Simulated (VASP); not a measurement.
Sn, 2 atoms in the cell. The structure is tetragonal, space group I4_1/amd (No. 141). Conventional cell: a = 5.818 Å, b = 5.818 Å, c = 3.176 Å, α = 90.00°, β = 90.00°, γ = 90.00°. Within 4.0 Å of Sn (site symmetry -4m2) lie 10 Sn at 3.02 to 3.76 Å. 

| Quantity | Value |
| --- | --- |
| Program | VASP 6.6.1 |
| Task | single point |
| Functional | PBEsol |
| Potentials or basis | VASP PAW PBE potentials, release 64 (Sn_d) |
| Cutoff | 520 eV |
| k mesh | 14 × 14 × 14 |
| Occupations | gaussian, width 0.1 eV |
| Spin | no spin polarisation |
| Dipole correction | no |
| Further INCAR settings | ALGO = Fast; EDIFF = 1e-06; NBANDS = 21 |

Potentials or basis: VASP PAW PBE potentials, release 64 (Sn_d).

Command:

```bash
$ cat potpaw_PBE.64/Sn_d/POTCAR > POTCAR
$ mpirun -np 1 vasp_std > vasp.out
```

Hardware: 1 thread of Intel(R) Xeon(R) Platinum 8559C (Emerald Rapids), on a shared host.

Task: Estimate the wall time of this run.

Result: Run time: 2.9 min on 1 thread of Intel(R) Xeon(R) Platinum 8559C (Emerald Rapids), on a shared host, peak memory 0.36 GiB. Counts: scf iterations 13, k points 244.
